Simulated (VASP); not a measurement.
# H (Im-3m) in VASP: density of states with PBE

Aim: the density of states of H with PBE.

Everything below comes from runs of VASP 6.6.1. Logs are shortened: lines on timing, memory, paths and dates and some standing lists are left out, and cuts for length are marked.

## (1) The cell of the first run

Symmetry: Im-3m, No. 229, cubic system. Conventional cell: a = 2.306 Å, b = 2.306 Å, c = 2.306 Å, α = 90.00°, β = 90.00°, γ = 90.00°. Within 2.6 Å of H (site symmetry m-3m) lie 14 H at 2.00 to 2.31 Å.

## (2) Density of states, PBE

Contents of POSCAR:

```
H
1.0
   -1.1528480000      1.1528480000      1.1528480000
    1.1528480000     -1.1528480000      1.1528480000
    1.1528480000      1.1528480000     -1.1528480000
H
1
Direct
    0.0000000000      0.0000000000      0.0000000000
```

Contents of INCAR.step1:

```
  ALGO = Normal
  EDIFF = 1E-6
  ENCUT = 520
  GGA = PE
  ISIF = 2
  ISMEAR = -1
  LASPH = True
  LCHARG = True
  LREAL = False
  LWAVE = False
  NBANDS = 6
  NELM = 100
  PREC = Accurate
  SIGMA = 0.1
```

Contents of KPOINTS.step1:

```
k-points
0
Gamma
  20 20 20
```

Contents of INCAR.step2:

```
  ALGO = Normal
  EDIFF = 1E-6
  ENCUT = 520
  GGA = PE
  ICHARG = 11
  ISIF = 2
  ISMEAR = -5
  LASPH = True
  LCHARG = False
  LORBIT = 11
  LREAL = False
  LWAVE = False
  NBANDS = 6
  NEDOS = 1001
  NELM = 100
  PREC = Accurate
  SIGMA = 0.1
```

Contents of KPOINTS.step2:

```
k-points
0
Gamma
  30 30 30
```

Potentials or basis: VASP PAW PBE potentials, release 64 (H).

Started as:

```console
> cat potpaw_PBE.64/H/POTCAR > POTCAR
> cp INCAR.step1 INCAR
> cp KPOINTS.step1 KPOINTS
> mpirun -np 1 vasp_std > vasp.out
> cp INCAR.step2 INCAR
> cp KPOINTS.step2 KPOINTS
> mpirun -np 1 vasp_std > vasp.out
```

OUTCAR:

```text
EDIFF = 1E-6
   ENCUT = 520
   GGA = PE
   ICHARG = 11
   ISIF = 2
   ISMEAR = -5
   LASPH = True
   LORBIT = 11
   LREAL = False
   NELM = 100
   PREC = Accurate

 ion  position               nearest neighbor table
   1  0.000  0.000  0.000-

  LATTYP: Found a body centered cubic cell.
 ALAT       =     2.3056960000

  Lattice vectors:

 A1 = (  -1.1528480000,   1.1528480000,   1.1528480000)
 A2 = (   1.1528480000,  -1.1528480000,   1.1528480000)
 A3 = (   1.1528480000,   1.1528480000,  -1.1528480000)

Analysis of symmetry for initial positions (statically):
=====================================================================
 Subroutine PRICEL returns:
 Original cell was already a primitive cell.

 Routine SETGRP: Setting up the symmetry group for a
 body centered cubic supercell.

 Subroutine GETGRP returns: Found 48 space group operations
 (whereof 48 operations were pure point group operations)
 out of a pool of 48 trial point group operations.

The static configuration has the point symmetry O_h .

Analysis of symmetry for dynamics (positions and initial velocities):
=====================================================================
 Subroutine PRICEL returns:
 Original cell was already a primitive cell.

 Routine SETGRP: Setting up the symmetry group for a
 body centered cubic supercell.

 Subroutine GETGRP returns: Found 48 space group operations
 (whereof 48 operations were pure point group operations)
 out of a pool of 48 trial point group operations.

The dynamic configuration has the point symmetry O_h .

 Subroutine INISYM returns: Found 48 space group operations
 (whereof 48 operations are pure point group operations),
 and found     1 'primitive' translations

----------------------------------------------------------------------------------------

                                     Primitive cell

  volume of cell :       6.1288

  direct lattice vectors                    reciprocal lattice vectors
    -1.152848000  1.152848000  1.152848000     0.000000000  0.433708520  0.433708520
     1.152848000 -1.152848000  1.152848000     0.433708520  0.000000000  0.433708520
     1.152848000  1.152848000 -1.152848000     0.433708520  0.433708520  0.000000000

  length of vectors
     1.996791309  1.996791309  1.996791309     0.613356471  0.613356471  0.613356471

  position of ions in fractional coordinates (direct lattice)
     0.000000000  0.000000000  0.000000000

  ion indices of the primitive-cell ions
[... 73 lines left out ...]
   LASPH  =      T    aspherical Exc in radial PAW
   ENCUT  =  520.0 eV  38.22 Ry    6.18 a.u.   3.71  3.71  3.71*2*pi/ulx,y,z
   NELM   =    100;   NELMIN=  2; NELMDL=  0     # of ELM steps
   EDIFF  = 0.1E-05   stopping-criterion for ELM
   LREAL  =      F    real-space projection
   EDIFFG = 0.1E-04   stopping-criterion for IOM
   NSW    =      0    number of steps for IOM
   IBRION =     -1    ionic relax: 0-MD 1-quasi-New 2-CG
   NFREE  =      0    steps in history (QN), initial steepest desc. (CG)
   ISIF   =      2    stress and relaxation
   ISYM   =      2    0-nonsym 1-usesym 2-fastsym
   POTIM  = 0.5000    time-step for ionic-motion
   TEBEG  =    0.0;   TEEND  =   0.0 temperature during run
   PSTRESS=    0.0 pullay stress
   NELECT =       1.0000    total number of electrons
   NUPDOWN=      -1.0000    fix difference up-down
   EMIN   =  10.00;   EMAX   =-10.00  energy-range for DOS
   EFERMI =   0.00;   METHOD = LEGACY
   ISMEAR =    -5;   SIGMA  =   0.10  broadening in eV -4-tet -1-fermi 0-gaus
   EFERMI_NEDOS =   21; number of points for ismear=-14 and -15
   IALGO  =     38    algorithm
   IMIX   =      4    mixing-type and parameters
     AMIX     =   0.40;   BMIX     =  1.00
     AMIX_MAG =   1.60;   BMIX_MAG =  1.00
  volume/ion in A,a.u.               =       6.13        41.36
  Fermi-wavevector in a.u.,A,eV,Ry     =   0.894574  1.690499 10.888226  0.800262
  Thomas-Fermi vector in A             =   2.016796
   LORBIT       =     11    0 simple, 1 ext, 2 COOP (PROOUT), +10 PAW based schemes
   GGA     = PE    functional components
   LHFCALC =     F    Hartree Fock is set to
   AEXX    =    0.0000 exact exchange contribution
   IVDW    =     0    specifies the selected vdW correction
   LEPSILON=     F    determine dielectric tensor
   LRPA    =     F    only Hartree local field effects (RPA)
 non-spin polarized calculation
 Fermi weights with tetrahedron method with Bloechl corrections
  energy-cutoff  :      520.00
  volume of cell :        6.13
 maximum number of plane-waves:       177

 number of electron       1.0000000 magnetization

 Free energy of the ion-electron system (eV)
  ---------------------------------------------------
  ext. energy  EPLUGINS =         0.00000000
  ---------------------------------------------------
  free energy    TOTEN  =        -1.75290925 eV

  energy without entropy =       -1.75290925  energy(sigma->0) =       -1.75290925

 E-fermi :  -1.4966     XC(G=0):  -8.6803

 val. band max:       -1.5314616738   @ k =  -0.3667   0.4333   0.1333
 cond. band min:      -1.4967809330   @ k =   0.2333   0.1667   0.1333
 fundamental gap:      0.0346807409
 Fermi energy:        -1.4966034396

 k-point     1 :       0.0000    0.0000    0.0000
  band No.  band energies     occupation
      1     -10.9204      2.00000
      2      30.5488      0.00000
      3      44.8073      0.00000
      4      44.8073      0.00000
      5      44.8073      0.00000
      6      49.0590      0.00000
[... 199 lines left out ...]
 k-point    24 :       0.2667    0.0333    0.0000
  band No.  band energies     occupation
      1      -6.6954      2.00000
      2      17.4055      0.00000
      3      30.4041      0.00000
      4      35.5227      0.00000
      5      36.1572      0.00000
      6      39.9709      0.00000

 [... further k-points ...]
[... 5 lines left out ...]
  --------------------------------------------------------------------------------------
  -------------------------------------------------------------------------------------
  Total       -0.8925516     -0.8925516     -0.8925516      0.0000000     -0.0000000      0.0000000
  in kB     -233.3284917   -233.3284917   -233.3284917      0.0000000     -0.0000000      0.0000000
  external PRESSURE =    -233.3284917 kB  Pullay stress =       0.0000000 kB

 VOLUME and BASIS-vectors are now :
 -----------------------------------------------------------------------------
  energy-cutoff  :      520.00
  volume of cell :        6.13
      direct lattice vectors                 reciprocal lattice vectors
    -1.152848000  1.152848000  1.152848000     0.000000000  0.433708520  0.433708520
     1.152848000 -1.152848000  1.152848000     0.433708520  0.000000000  0.433708520
     1.152848000  1.152848000 -1.152848000     0.433708520  0.433708520  0.000000000

 POSITION                                       TOTAL-FORCE (eV/Angst)
 -----------------------------------------------------------------------------------
      0.00000      0.00000      0.00000        -0.000000      0.000000      0.000000
 -----------------------------------------------------------------------------------
    total drift:                               -0.000000      0.000000      0.000000

  FREE ENERGIE OF THE ION-ELECTRON SYSTEM (eV)
  ---------------------------------------------------
  free  energy   TOTEN  =        -1.7529092505 eV

  energy  without entropy=       -1.7529092505  energy(sigma->0) =       -1.75290925

 total charge

# of ion       s       p       d       tot
------------------------------------------
    1        0.333   0.007   0.000   0.340
```

OUTCAR.step1:

```text
EDIFF = 1E-6
   ENCUT = 520
   GGA = PE
   ISIF = 2
   ISMEAR = -1
   LASPH = True
[... 430 lines left out ...]

 POSITION                                       TOTAL-FORCE (eV/Angst)
 -----------------------------------------------------------------------------------
      0.00000      0.00000      0.00000         0.000000     -0.000000      0.000000
 -----------------------------------------------------------------------------------
    total drift:                               -0.000000      0.000000      0.000000

  FREE ENERGIE OF THE ION-ELECTRON SYSTEM (eV)
  ---------------------------------------------------
  free  energy   TOTEN  =        -1.7567770700 eV

  energy  without entropy=       -1.7504846238  energy(sigma->0) =       -1.75363085
```

It took 67 s on 1 thread of AMD EPYC 7R13, shared host; peak memory 0.13 GiB.

Results:

| Quantity | Value |
| --- | --- |
| Valence electrons inside the program's atomic spheres | H 0.34 |

Caveat: tetrahedron occupations give inexact forces and stress in metals.
